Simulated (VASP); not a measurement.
# Ru (P6_3/mmc) in VASP: single point with revPBE

Aim: the single point of Ru with revPBE.

All numbers are computed with VASP 6.6.1; they aren't measurements. Logs are shortened: lines on timing, memory, paths and dates and some standing lists are left out, and cuts for length are marked.

### Step 1. The cell of the first run

Symmetry: P6_3/mmc, No. 194, hexagonal system. Conventional cell: a = 2.733 Å, b = 2.733 Å, c = 4.300 Å, α = 90.00°, β = 90.00°, γ = 120.00°. Ru (site symmetry -6m2) has 12 Ru at 2.67 to 2.73 Å within 3.5 Å.

### Step 2. Single point, revPBE, collinear spin, ferromagnetic start (13.91 Å³/atom)

INCAR

```
SYSTEM = Ru
ALGO = Normal
EDIFF = 1E-7
ENCUT = 520
GGA = RE
ISIF = 2
ISMEAR = -1
ISPIN = 2
LASPH = .True.
LCHARG = .True.
LELF = .True.
LMAXMIX = 4
LORBIT = 11
LREAL = .False.
LVHAR = .True.
LWAVE = .False.
MAGMOM = 1 1
NBANDS = 25
NELM = 150
PREC = Accurate
SIGMA = 0.05
```

KPOINTS

```
k-points
0
Gamma
  22 22 12
  0 0 0
```

POSCAR

```
Ru
1.0
    2.7332157270      0.0000000000      0.0000000000
   -1.3666078635      2.3670342536      0.0000000000
    0.0000000000      0.0000000000      4.2999140076
Ru
2
Direct
    0.3333333333      0.6666666667      0.2500000000
    0.6666666667      0.3333333333      0.7500000000
```

Potentials or basis: VASP PAW PBE potentials, release 64 (Ru_pv).

Launch:

```console
$ cat potpaw_PBE.64/Ru_pv/POTCAR > POTCAR
$ mpirun -np 1 vasp_std > vasp.out
```

OUTCAR:

```text
SYSTEM = Ru
   EDIFF = 1E-7
   ENCUT = 520
   GGA = RE
   ISIF = 2
   ISMEAR = -1
   ISPIN = 2
   LASPH = .True.
   LORBIT = 11
   LREAL = .False.
   NELM = 150
   PREC = Accurate

 ion  position               nearest neighbor table
   1  0.333  0.667  0.250-   2 2.67   2 2.67   2 2.67   2 2.67   2 2.67   2 2.67
   2  0.667  0.333  0.750-   1 2.67   1 2.67   1 2.67   1 2.67   1 2.67   1 2.67

  LATTYP: Found a hexagonal cell.
 ALAT       =     2.7332157270
 C/A-ratio  =     1.5732069610

  Lattice vectors:

 A1 = (   2.7332157270,   0.0000000000,   0.0000000000)
 A2 = (  -1.3666078635,   2.3670342536,   0.0000000000)
 A3 = (   0.0000000000,   0.0000000000,   4.2999140076)

Analysis of symmetry for initial positions (statically):
=====================================================================
 Subroutine PRICEL returns:
 Original cell was already a primitive cell.

 Routine SETGRP: Setting up the symmetry group for a
 hexagonal supercell.

 Subroutine GETGRP returns: Found 24 space group operations
 (whereof 12 operations were pure point group operations)
 out of a pool of 24 trial point group operations.

The static configuration has the point symmetry D_3d.
 The point group associated with its full space group is D_6h.

Analysis of symmetry for dynamics (positions and initial velocities):
=====================================================================
 Subroutine PRICEL returns:
 Original cell was already a primitive cell.

 Routine SETGRP: Setting up the symmetry group for a
 hexagonal supercell.

 Subroutine GETGRP returns: Found 24 space group operations
 (whereof 12 operations were pure point group operations)
 out of a pool of 24 trial point group operations.

The dynamic configuration has the point symmetry D_3d.
 The point group associated with its full space group is D_6h.

Analysis of structural, dynamic, and magnetic symmetry:
=====================================================================
 Subroutine PRICEL returns:
 Original cell was already a primitive cell.

 Routine SETGRP: Setting up the symmetry group for a
 hexagonal supercell.

 Subroutine GETGRP returns: Found 24 space group operations
 (whereof 12 operations were pure point group operations)
 out of a pool of 24 trial point group operations.

The overall configuration has the point symmetry D_3d.
 The point group associated with its full space group is D_6h.

 Subroutine INISYM returns: Found 24 space group operations
 (whereof 12 operations are pure point group operations),
 and found     1 'primitive' translations

----------------------------------------------------------------------------------------

                                     Primitive cell

  volume of cell :      27.8188

  direct lattice vectors                    reciprocal lattice vectors
     2.733215727  0.000000000  0.000000000     0.365869401  0.211234797  0.000000000
    -1.366607864  2.367034254  0.000000000     0.000000000  0.422469594  0.000000000
     0.000000000  0.000000000  4.299914008     0.000000000  0.000000000  0.232562790

  length of vectors
     2.733215727  2.733215727  4.299914008     0.422469594  0.422469594  0.232562790

  position of ions in fractional coordinates (direct lattice)
     0.333333333  0.666666667  0.250000000
     0.666666667  0.333333333  0.750000000

  ion indices of the primitive-cell ions
   primitive index   ion index
                 1           1
                 2           2

----------------------------------------------------------------------------------------

 KPOINTS: k-points

Automatic generation of k-mesh.
 Grid dimensions read from file:
 generate k-points for:   22   22   12

 Generating k-lattice:

  Cartesian coordinates                     Fractional coordinates (reciprocal lattice)
     0.016630427  0.009601582  0.000000000     0.045454545 -0.000000000  0.000000000
     0.000000000  0.019203163  0.000000000     0.000000000  0.045454545  0.000000000
     0.000000000  0.000000000  0.019380233     0.000000000  0.000000000  0.083333333

  Length of vectors
     0.019203163  0.019203163  0.019380233

  Shift w.r.t. Gamma in fractional coordinates (k-lattice)
     0.000000000  0.000000000  0.000000000

 Subroutine IBZKPT returns following result:
 ===========================================

 Found    364 irreducible k-points:

 Following reciprocal coordinates:
            Coordinates               Weight
  0.000000  0.000000  0.000000      1.000000
  0.045455  0.000000  0.000000      6.000000
  0.090909  0.000000  0.000000      6.000000
  0.136364  0.000000  0.000000      6.000000
  0.181818  0.000000  0.000000      6.000000
  0.227273  0.000000  0.000000      6.000000
[... 16 lines left out ...]
  0.090909  0.090909  0.000000      6.000000
  0.136364  0.090909  0.000000     12.000000
 [... further k-points ...]
   k-points           NKPTS =    364   k-points in BZ     NKDIM =    364   number of bands    NBANDS=     25
   number of dos      NEDOS =    301   number of ions     NIONS =      2
   total plane-waves  NPLWV =  12800
   dimension x,y,z NGX =    20 NGY =   20 NGZ =   32
   dimension x,y,z NGXF=    40 NGYF=   40 NGZF=   64
   ions per type =               2
   NGX,Y,Z   is equivalent  to a cutoff of  12.16, 12.16, 12.37 a.u.
   NGXF,Y,Z  is equivalent  to a cutoff of  24.33, 24.33, 24.74 a.u.
 SYSTEM =  Ru
   PREC   = accura    normal or accurate (medium, high low for compatibility)
   ISTART =      0    job   : 0-new  1-cont  2-samecut
   ICHARG =      2    charge: 1-file 2-atom 10-const
   ISPIN  =      2    spin polarized calculation?
   LNONCOLLINEAR =      F non collinear calculations
   LSORBIT =      F    spin-orbit coupling
   LASPH  =      T    aspherical Exc in radial PAW
   ENCUT  =  520.0 eV  38.22 Ry    6.18 a.u.   5.08  5.08  7.99*2*pi/ulx,y,z
   NELM   =    150;   NELMIN=  2; NELMDL= -5     # of ELM steps
   EDIFF  = 0.1E-06   stopping-criterion for ELM
   LREAL  =      F    real-space projection
   EDIFFG = 0.1E-05   stopping-criterion for IOM
   NSW    =      0    number of steps for IOM
   IBRION =     -1    ionic relax: 0-MD 1-quasi-New 2-CG
   NFREE  =      0    steps in history (QN), initial steepest desc. (CG)
   ISIF   =      2    stress and relaxation
   ISYM   =      2    0-nonsym 1-usesym 2-fastsym
   POTIM  = 0.5000    time-step for ionic-motion
   TEBEG  =    0.0;   TEEND  =   0.0 temperature during run
   PSTRESS=    0.0 pullay stress
   NELECT =      28.0000    total number of electrons
   NUPDOWN=      -1.0000    fix difference up-down
   EMIN   =  10.00;   EMAX   =-10.00  energy-range for DOS
   EFERMI =   0.00;   METHOD = LEGACY
   ISMEAR =    -1;   SIGMA  =   0.05  broadening in eV -4-tet -1-fermi 0-gaus
   EFERMI_NEDOS =   21; number of points for ismear=-14 and -15
   IALGO  =     38    algorithm
   IMIX   =      4    mixing-type and parameters
     AMIX     =   0.40;   BMIX     =  1.00
     AMIX_MAG =   1.60;   BMIX_MAG =  1.00
  volume/ion in A,a.u.               =      13.91        93.87
  Fermi-wavevector in a.u.,A,eV,Ry     =   1.640646  3.100371 36.623045  2.691718
  Thomas-Fermi vector in A             =   2.731249
   LORBIT       =     11    0 simple, 1 ext, 2 COOP (PROOUT), +10 PAW based schemes
   GGA     = RE    functional components
   LHFCALC =     F    Hartree Fock is set to
   AEXX    =    0.0000 exact exchange contribution
   IVDW    =     0    specifies the selected vdW correction
   LEPSILON=     F    determine dielectric tensor
   LRPA    =     F    only Hartree local field effects (RPA)
 spin polarized calculation
  energy-cutoff  :      520.00
  volume of cell :       27.82
 maximum number of plane-waves:       768
   NGX = 11   NGY = 11   NGZ = 15

 number of electron      28.0000012 magnetization      -0.0002490

 number of electron      28.0000012 magnetization       0.0000044

 Free energy of the ion-electron system (eV)
  ---------------------------------------------------
  ext. energy  EPLUGINS =         0.00000000
  ---------------------------------------------------
  free energy    TOTEN  =       -17.45873184 eV

  energy without entropy =      -17.44656018  energy(sigma->0) =      -17.45264601

 E-fermi :  12.4624     XC(G=0): -13.9164

 val. band max:       12.4623794521   @ k =   0.1818   0.1364   0.1667
 cond. band min:      12.4701638665   @ k =   0.2727   0.0000   0.3333
 fundamental gap:      0.0077844145
 Fermi energy:        12.4624386526

 spin component 1

 k-point     1 :       0.0000    0.0000    0.0000
  band No.  band energies     occupation
      1     -31.1161      1.00000
      2     -30.2542      1.00000
      3     -30.2542      1.00000
      4     -30.0917      1.00000
      5     -30.0917      1.00000
      6     -30.0484      1.00000
[... 17 lines left out ...]
     24      30.5694      0.00000
     25      35.0009      0.00000
[... 621 lines left out ...]
      3     -30.3895      1.00000
      4     -30.2728      1.00000
      5     -30.1393      1.00000
      6     -30.1079      1.00000
[... 17 lines left out ...]
     24      30.5827      0.00000
     25      31.2977      0.00000

 [... further k-points ...]

 spin component 2

 k-point     1 :       0.0000    0.0000    0.0000
  band No.  band energies     occupation
      1     -31.1161      1.00000
      2     -30.2542      1.00000
      3     -30.2542      1.00000
      4     -30.0917      1.00000
      5     -30.0917      1.00000
      6     -30.0484      1.00000
[... 17 lines left out ...]
     24      30.5694      0.00000
     25      35.0009      0.00000
[... 621 lines left out ...]
      3     -30.3895      1.00000
      4     -30.2728      1.00000
      5     -30.1393      1.00000
      6     -30.1079      1.00000
[... 17 lines left out ...]
     24      30.5827      0.00000
     25      31.2977      0.00000

 [... further k-points ...]

------------------------ aborting loop because EDIFF is reached ----------------------------------------

  FORCE on cell =-STRESS in cart. coord.  units (eV):
  Direction    XX          YY          ZZ          XY          YZ          ZX
  --------------------------------------------------------------------------------------
  -------------------------------------------------------------------------------------
  Total       -0.0806032     -0.0806032      0.1092061      0.0000000     -0.0000000     -0.0000000
  in kB       -4.6422080     -4.6422080      6.2895441      0.0000000     -0.0000000     -0.0000000
  external PRESSURE =      -0.9982907 kB  Pullay stress =       0.0000000 kB

 VOLUME and BASIS-vectors are now :
 -----------------------------------------------------------------------------
  energy-cutoff  :      520.00
  volume of cell :       27.82
      direct lattice vectors                 reciprocal lattice vectors
     2.733215727  0.000000000  0.000000000     0.365869401  0.211234797  0.000000000
    -1.366607864  2.367034254  0.000000000     0.000000000  0.422469594  0.000000000
     0.000000000  0.000000000  4.299914008     0.000000000  0.000000000  0.232562790

 POSITION                                       TOTAL-FORCE (eV/Angst)
 -----------------------------------------------------------------------------------
     -0.00000      1.57802      1.07498        -0.000000      0.000000      0.000000
      1.36661      0.78901      3.22494         0.000000     -0.000000      0.000000
 -----------------------------------------------------------------------------------
    total drift:                               -0.000000      0.000000     -0.000000

  FREE ENERGIE OF THE ION-ELECTRON SYSTEM (eV)
  ---------------------------------------------------
  free  energy   TOTEN  =       -17.4587318434 eV

  energy  without entropy=      -17.4465601760  energy(sigma->0) =      -17.45264601

 total charge

# of ion       s       p       d       tot
------------------------------------------
    1        0.397   6.297   5.926  12.621
    2        0.397   6.297   5.926  12.621
--------------------------------------------------
tot          0.795  12.595  11.853  25.243

 magnetization (x)

# of ion       s       p       d       tot
------------------------------------------
    1        0.000   0.000  -0.000   0.000
    2        0.000   0.000  -0.000   0.000
--------------------------------------------------
tot          0.000   0.000  -0.000   0.000
```

Run time: 10 min. Hardware: 1 thread of Intel Xeon 8259CL, shared host; peak memory 0.41 GiB.

What came out:

| Property | Result |
| --- | --- |
| Free energy | -17.4587 eV |
| Pressure | -0.1 GPa |
| Band gap on the k mesh | zero (filled and empty bands overlap) |
| Net moment | 0.00 μB per cell |
| Valence electrons inside the program's atomic spheres | Ru 12.62 |

Caveat: the PAW data sets were made with another functional, which shifts forces and pressure a little.
